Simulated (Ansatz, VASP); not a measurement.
## Two plane-wave programs on SnO

```
Sn O
1.0
     3.71674    0.00000    0.00000
     0.00000    3.71674    0.00000
     0.00000    0.00000    4.66322
Sn O
2 2
Direct
  0.00000 0.50000 0.24999
  0.50000 0.00000 0.75001
  0.50000 0.50000 0.00000
  0.00000 0.00000 0.00000
```

Change from the starting cell: hydrostatic strain -2.0%.

Alike in both runs: task single point; functional PBE; k mesh 6 × 6 × 6; occupations fermi-dirac, width 0.02 eV; no spin polarisation.

|  | VASP | Ansatz |
| --- | --- | --- |
| version | VASP 6.6.1 | Ansatz 0.2.0 |
| potentials or method | VASP PAW PBE potentials, release 64 (Sn_d, O) | plane waves, PAW |
| plane-wave cutoff (eV) | 600 | 420 |
| valence electrons in the cell | 40 | 40 |

```tsv
	VASP	Ansatz	Ansatz less VASP
pressure (GPa)	9.8	9.6	-0.23
traceless stress, the component that is largest in VASP (GPa)	-2.44	-2.47	-0.028
rms of the force components (eV/Å)	0.247	0.210	-0.0371
```

Atom by atom the forces differ by 0.037 eV/Å (rms over components).
